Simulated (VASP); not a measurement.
Here is a VASP 6.6.1 calculation.

The input POSCAR:

```
Be
1.0
   -1.2318775092      1.2318775092      1.2318775092
    1.2318775092     -1.2318775092      1.2318775092
    1.2318775092      1.2318775092     -1.2318775092
Be
1
Direct
    0.0000000000      0.0000000000      0.0000000000
```

Contents of INCAR.step1:

```
SYSTEM = Be
METAGGA = SCAN ; ISMEAR = 1
SIGMA = 0.05 ; LWAVE = .FALSE.
LCHARG = .FALSE. ; NSW = 80
PREC = Accurate ; LASPH = .TRUE.
LREAL = .FALSE. ; ALGO = Normal
EDIFF = 1E-7 ; NELM = 120
GGA_COMPAT = .FALSE. ; IBRION = 2
ISIF = 3 ; EDIFFG = -0.002
NELMIN = 4 ; ENCUT = 650
LMIXTAU = .TRUE. ; POTIM = 0.5
```

The input INCAR.step4:

```
SYSTEM = Be
METAGGA = SCAN ; ISMEAR = 1
SIGMA = 0.05 ; LWAVE = .FALSE.
LCHARG = .FALSE. ; PREC = Accurate
LASPH = .TRUE. ; LREAL = .FALSE.
ALGO = Normal ; EDIFF = 1E-7
NELM = 120 ; GGA_COMPAT = .FALSE.
ISIF = 2 ; ENCUT = 650
LMIXTAU = .TRUE.
```

The input KPOINTS:

```
Automatic mesh
0
Gamma
  21 21 21
  0 0 0
```

Potentials or basis: VASP PAW PBE potentials, release 64 (Be).

Command:

```bash
$ cat potpaw_PBE.64/Be/POTCAR > POTCAR
$ cp INCAR.step1 INCAR
$ cp POSCAR.step1 POSCAR
$ mpirun -np 1 vasp_std > vasp.out
$ cp CONTCAR POSCAR
$ mpirun -np 1 vasp_std > vasp.out
$ cp CONTCAR POSCAR
$ mpirun -np 1 vasp_std > vasp.out
$ cp CONTCAR POSCAR
$ cp INCAR.step4 INCAR
$ mpirun -np 1 vasp_std > vasp.out
```

(1) What does it give for the band gap on the k mesh?

(2) What does it give for the relaxed cell?

## Answers

(1) zero (bands 1 and 2 overlap by 5.24 eV).

(2) a = 2.163 Å, b = 2.163 Å, c = 2.163 Å, α = 109.47°, β = 109.47°, γ = 109.47°.
